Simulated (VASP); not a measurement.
# RbAl in VASP: further runs, part 2 of 2

VASP 6.6.1. The steps go on from the part before.

### 3 Single point, PBE

This run uses another cell than the first one.

INCAR

```
SYSTEM = RbAl
PREC = Accurate
ENCUT = 520
EDIFF = 1E-6
ISMEAR = 0
SIGMA = 0.1
LREAL = .FALSE.
LASPH = .TRUE.
NELM = 100
ALGO = Fast
ISIF = 2
LWAVE = .FALSE.
LCHARG = .FALSE.
LDIPOL = .TRUE.
IDIPOL = 3
DIPOL = 0.5 0.5 0.294
GGA = PE
NBANDS = 13
```

KPOINTS

```
regular mesh
0
G
  10 10 1
  0 0 0
```

POSCAR

```
RbAl
1.0
    5.2992890000      0.0000000000      0.0000000000
    0.0000000000      5.2992890000      0.0000000000
    0.0000000000      0.0000000000     23.8000000000
Rb Al
1 1
Direct
    0.0000000000      0.0000000000      0.2941176471
    0.5000000000      0.5000000000      0.2941176471
```

Potentials or basis: VASP PAW PBE potentials, release 64 (Rb_sv, Al).

On the command line:

```
> cat potpaw_PBE.64/Rb_sv/POTCAR potpaw_PBE.64/Al/POTCAR > POTCAR
> mpirun -np 1 vasp_std > vasp.out
```

OUTCAR:

```text
SYSTEM = RbAl
   PREC = Accurate
   ENCUT = 520
   EDIFF = 1E-6
   ISMEAR = 0
   LREAL = .FALSE.
   LASPH = .TRUE.
   NELM = 100
   ISIF = 2
   GGA = PE

 ion  position               nearest neighbor table
   1  0.000  0.000  0.294-   2 3.75   2 3.75   2 3.75   2 3.75
   2  0.500  0.500  0.294-   1 3.75   1 3.75   1 3.75   1 3.75

  LATTYP: Found a simple tetragonal cell.
 ALAT       =     5.2992890000
 C/A-ratio  =     4.4911685322

  Lattice vectors:

 A1 = (   5.2992890000,   0.0000000000,   0.0000000000)
 A2 = (   0.0000000000,   5.2992890000,   0.0000000000)
 A3 = (   0.0000000000,   0.0000000000,  23.8000000000)

Analysis of symmetry for initial positions (statically):
=====================================================================
 Subroutine PRICEL returns:
 Original cell was already a primitive cell.

 Routine SETGRP: Setting up the symmetry group for a
 simple tetragonal supercell.

 Subroutine GETGRP returns: Found 16 space group operations
 (whereof  8 operations were pure point group operations)
 out of a pool of 16 trial point group operations.

The static configuration has the point symmetry C_4v.
[... 182 lines left out ...]
      9      -0.5194      0.00000
     10       0.0859      0.00000
     11       0.4028      0.00000
     12       0.5735      0.00000
     13       1.1006      0.00000
[... 306 lines left out ...]
  band No.  band energies     occupation
      1     -30.3420      2.00000
      2     -14.5096      2.00000
      3     -14.4439      2.00000
      4     -14.4439      2.00000
      5      -6.5278      2.00000
      6      -2.2361      1.71720
      7      -2.2361      1.71720
      8      -1.4685      0.00000
      9       0.3506      0.00000
     10       0.5510      0.00000
     11       0.5510      0.00000
     12       2.0529      0.00000
     13       2.4479      0.00000

------------------------ aborting loop because EDIFF is reached ----------------------------------------

 vacuum level on the upper side and lower side of the slab       (xc-potential included)        -0.056        -0.054

  FORCE on cell =-STRESS in cart. coord.  units (eV):
  Direction    XX          YY          ZZ          XY          YZ          ZX
  --------------------------------------------------------------------------------------
  -------------------------------------------------------------------------------------
  Total       -0.1647480     -0.1647480     -0.0026521      0.0000000     -0.0000000      0.0000000
  in kB       -0.3949285     -0.3949285     -0.0063576      0.0000000     -0.0000000      0.0000000
  external PRESSURE =      -0.2654049 kB  Pullay stress =       0.0000000 kB

 VOLUME and BASIS-vectors are now :
 -----------------------------------------------------------------------------
  energy-cutoff  :      520.00
  volume of cell :      668.36
      direct lattice vectors                 reciprocal lattice vectors
     5.299289000  0.000000000  0.000000000     0.188704560  0.000000000  0.000000000
     0.000000000  5.299289000  0.000000000     0.000000000  0.188704560  0.000000000
     0.000000000  0.000000000 23.800000000     0.000000000  0.000000000  0.042016807

 POSITION                                       TOTAL-FORCE (eV/Angst)
 -----------------------------------------------------------------------------------
      0.00000      0.00000      7.00000         0.000000     -0.000000      0.000000
      2.64964      2.64964      7.00000         0.000000      0.000000      0.000000
 -----------------------------------------------------------------------------------
    total drift:                               -0.000000     -0.000000     -0.000001

  FREE ENERGIE OF THE ION-ELECTRON SYSTEM (eV)
  ---------------------------------------------------
  free  energy   TOTEN  =        -2.3654430461 eV

  energy  without entropy=       -2.3384801675  energy(sigma->0) =       -2.35196161

 vacuum level on the upper side and lower side of the slab         0.527         0.522
```

OSZICAR:

```text
N       E                     dE             d eps       ncg     rms          rms(c)
DAV:   1     0.632440218421E+02    0.63244E+02   -0.33854E+03   666   0.527E+02
DAV:   2     0.610880657470E+01   -0.57135E+02   -0.55659E+02   761   0.105E+02
DAV:   3    -0.201161438281E+01   -0.81204E+01   -0.80514E+01   824   0.439E+01
[... 13 lines left out ...]
RMM:  17    -0.236542769538E+01   -0.65335E-04   -0.94215E-06   712   0.906E-03    0.118E-03
RMM:  18    -0.236543326112E+01   -0.55657E-05   -0.31596E-06   661   0.472E-03    0.913E-04
RMM:  19    -0.236544023520E+01   -0.69741E-05   -0.12280E-06   553   0.291E-03    0.624E-04
RMM:  20    -0.236544232643E+01   -0.20912E-05   -0.50071E-07   519   0.225E-03    0.325E-04
RMM:  21    -0.236544304608E+01   -0.71965E-06   -0.28271E-07   507   0.193E-03
   1 F= -.23654430E+01 E0= -.23519616E+01  d E =-.269629E-01
```

stdout:

```text
POSCAR found type information on POSCAR RbAl
 POSCAR found :  2 types and       2 ions
 scaLAPACK will be used
 LDA part: xc-table for (Slater+PW92), standard interpolation
 POSCAR, INCAR and KPOINTS ok, starting setup
 FFT: planning ... GRIDC
 FFT: planning ... GRID_SOFT
 FFT: planning ... GRID
 WAVECAR not read
 entering main loop
```

Wall time 3.4 min (1 thread of Intel Xeon 6975P-C (Granite Rapids), shared host); peak memory 0.67 GiB.

Results:

| Item | Value |
| --- | --- |
| Free energy | -2.3654 eV |
| Band gap on the k mesh | zero (bands 6 and 7 overlap by 0.10 eV) |

Levels at points of the mesh, in eV from the Fermi level:
| k point | band 2 | band 3 | band 4 | band 5 | band 6 | band 7 | band 8 | band 9 | band 10 | band 11 |
| --- | --- | --- | --- | --- | --- | --- | --- | --- | --- | --- |
| (0.00, 0.00, 0.00) | -12.36 | -12.25 | -12.25 | -4.81 | -0.09 | 1.09 | 1.09 | 1.64 | 2.25 | 2.56 |
| (0.50, 0.00, 0.00) | -12.35 | -12.30 | -12.24 | -4.37 | -0.95 | 0.18 | 0.64 | 2.56 | 2.96 | 3.16 |
| (0.50, 0.50, 0.00) | -12.35 | -12.28 | -12.28 | -4.37 | -0.08 | -0.08 | 0.69 | 2.51 | 2.71 | 2.71 |

### 4 Single point, PBE

This run uses another cell than the first one.

Changes to INCAR since step 3:

```diff
@@ -9,3 +9,3 @@
 NELM = 100
-ALGO = Fast
+ALGO = Normal
 ISIF = 2
```

KPOINTS

```
regular mesh
0
G
  4 4 1
  0 0 0
```

POSCAR is that of step 3.

On the command line:

```
> cat potpaw_PBE.64/Rb_sv/POTCAR potpaw_PBE.64/Al/POTCAR > POTCAR
> mpirun -np 1 vasp_std > vasp.out
```

Run time: 60 s. Hardware: 1 thread of Intel Xeon 6975P-C (Granite Rapids), shared host; peak memory 0.57 GiB.

The run converged. Its results:

| Item | Value |
| --- | --- |
| Free energy | -2.3368 eV |
| Band gap on the k mesh | zero (filled and empty bands touch) |

Levels at points of the mesh, in eV from the Fermi level:
| k point | band 3 | band 4 | band 5 | band 6 | band 7 | band 8 | band 9 | band 10 |
| --- | --- | --- | --- | --- | --- | --- | --- | --- |
| (0.00, 0.00, 0.00) | -12.13 | -12.13 | -4.73 | -0.05 | 1.17 | 1.17 | 1.65 | 2.34 |
| (0.50, 0.00, 0.00) | -12.18 | -12.13 | -4.30 | -0.87 | 0.22 | 0.72 | 2.57 | 2.96 |
| (0.50, 0.50, 0.00) | -12.17 | -12.17 | -4.30 | 0.00 | 0.00 | 0.74 | 2.55 | 2.76 |

### 5 Single point, PBE

This run uses another cell than the first one.

INCAR

```
SYSTEM = RbAl
ALGO = Normal
DIPOL = 0.5 0.5 0.500
EDIFF = 1E-7
ENCUT = 520
GGA = PE
IDIPOL = 3
ISIF = 2
ISMEAR = 0
LASPH = .TRUE.
LCHARG = .TRUE.
LDIPOL = .TRUE.
LELF = .TRUE.
LREAL = .FALSE.
LVACPOTAV = .TRUE.
LVHAR = .TRUE.
LWAVE = .FALSE.
NBANDS = 13
NELM = 100
PREC = Accurate
SIGMA = 0.1
```

KPOINTS

```
k-points
0
G
  4 4 1
  0 0 0
```

POSCAR

```
RbAl
1.0
    5.2992890000      0.0000000000      0.0000000000
    0.0000000000      5.2992890000      0.0000000000
    0.0000000000      0.0000000000     14.0000000000
Rb Al
1 1
Direct
    0.0000000000      0.0000000000      0.5000000000
    0.5000000000      0.5000000000      0.5000000000
```

On the command line:

```
> cat potpaw_PBE.64/Rb_sv/POTCAR potpaw_PBE.64/Al/POTCAR > POTCAR
> mpirun -np 1 vasp_std > vasp.out
```

Run time: 33 s. Hardware: 1 thread of Intel Xeon 6975P-C (Granite Rapids), shared host; peak memory 0.39 GiB.

The run converged. Its results:

* Free energy: -2.3366 eV
* Band gap on the k mesh: zero (filled and empty bands touch)

Levels at points of the mesh, in eV from the Fermi level:
| k point | band 3 | band 4 | band 5 | band 6 | band 7 | band 8 | band 9 | band 10 |
| --- | --- | --- | --- | --- | --- | --- | --- | --- |
| (0.00, 0.00, 0.00) | -12.13 | -12.13 | -4.73 | -0.04 | 1.17 | 1.17 | 1.60 | 2.34 |
| (0.50, 0.00, 0.00) | -12.18 | -12.13 | -4.30 | -0.87 | 0.22 | 0.72 | 2.59 | 2.92 |
| (0.50, 0.50, 0.00) | -12.17 | -12.17 | -4.30 | 0.00 | 0.00 | 0.74 | 2.55 | 2.76 |

### 6 Overview

| cell | k mesh | gap on the mesh (eV) |
| --- | --- | --- |
| a = 5.235, b = 5.235, c = 23.800 Å, 2 atoms | 10 × 10 × 1 | none |
| a = 5.299, b = 5.299, c = 23.800 Å, 2 atoms | 10 × 10 × 1 | none |
| a = 5.299, b = 5.299, c = 23.800 Å, 2 atoms | 4 × 4 × 1 | none |
| a = 5.299, b = 5.299, c = 14.000 Å, 2 atoms | 4 × 4 × 1 | none |

Alike in all rows: task single point; level PBE; potentials or basis VASP PAW PBE potentials, release 64 (Rb_sv, Al); no spin polarisation; cutoff (eV) 520; smearing gaussian 0.1 eV.

Total energies depend on the potentials used, so only differences within one code and one set of settings carry meaning.
